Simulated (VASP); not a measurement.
Crystal: SnTe.

```
CELL_PARAMETERS angstrom
0.00000 3.17172 3.17172
3.17172 0.00000 3.17172
3.17172 3.17172 0.00000
ATOMIC_POSITIONS crystal
Te 0.50000 0.50000 0.50000
Sn 0.00000 0.00000 0.00000
```

Base run:

```yaml
Program: VASP 6.6.1
Functional: PBE exchange alone
Potentials_or_basis: VASP PAW PBE potentials, release 64 (Te, Sn_d)
Cutoff: 520 eV
k_mesh: 7 × 7 × 7
Occupations: fermi-dirac, width 0.05 eV
Spin: no spin polarisation
```

Its results: pressure 10.0 GPa.

Task: The run is repeated on the same cell with these changes: functional from PBE exchange alone to RPBE. What comes out?

Result: Pressure 2.7 GPa.

Caveats: the PAW data sets were made with another functional, which shifts forces and pressure a little (some runs).
